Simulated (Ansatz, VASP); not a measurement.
Two plane-wave programs on Cd

File INCAR:

```
PREC = Accurate ; ENCUT = 600
EDIFF = 1E-6 ; ISMEAR = 0
SIGMA = 0.1 ; LREAL = False
LASPH = True ; NELM = 60
ALGO = Normal ; ISIF = 3
LWAVE = False ; LCHARG = False
GGA = PS ; IBRION = 2
NSW = 100 ; EDIFFG = -0.01
```

The input KPOINTS:

```
Automatic mesh
0
Gamma
  18 18 18
```

POSCAR

```
Cd
1.0
    2.9354823460      0.0000000000      0.0000000000
    0.0000000000      2.9354823460      0.0000000000
    0.0000000000      0.0000000000      2.9354823460
Cd
1
Direct
    0.0000000000      0.0000000000      0.0000000000
```

Input for Ansatz:

```yaml
crystal:
  lattice:
    - [2.935482346, 0.0, 0.0]
    - [0.0, 2.935482346, 0.0]
    - [0.0, 0.0, 2.935482346]
  atoms:
    - { symbol: Cd, position: [0.0, 0.0, 0.0] }
basis:
  ecutwfc: 420
kpoints:
  mp_grid: { grid: [18, 18, 18] }
hamiltonian:
  xc: pbesol
scf:
  occupations: { method: gaussian, width: 0.1 }
output:
  forces: true
  stress: true
  eigenvalues: true
relax:
  adjacent_minimum: "off"
  f_tol: 0.01
  max_steps: 80
  cell: { stress_tol: 0.05 }
```

Alike in both runs: task relaxation of cell and atoms; functional PBEsol; k mesh 18 × 18 × 18; occupations gaussian, width 0.1 eV; no spin polarisation.

```csv
,VASP,Ansatz
version,VASP 6.6.1,Ansatz 0.2.0
potentials or method,"VASP PAW PBE potentials, release 64 (Cd), cutoff 600 eV","scalar-relativistic, plane waves, PAW"
valence electrons in the cell,12,20
```

|  | VASP | Ansatz | Ansatz less VASP |
| --- | --- | --- | --- |
| gap on the k mesh at the Fermi level, each at its own relaxed structure (eV) | none | none | - |
| relaxed volume (Å³/atom) | 24.66 | 24.57 | -0.090 |
| relaxed cell length with the largest relative difference (Å) | 2.911 | 2.907 | -0.0035 |

VASP's potentials were made for PBE, not for PBEsol. A gap of «none» marks a metal or a gap that the smearing closes. VASP's potentials hold 12 valence electrons a cell and Ansatz's 20, so a difference there can come from the potentials and not from the codes.
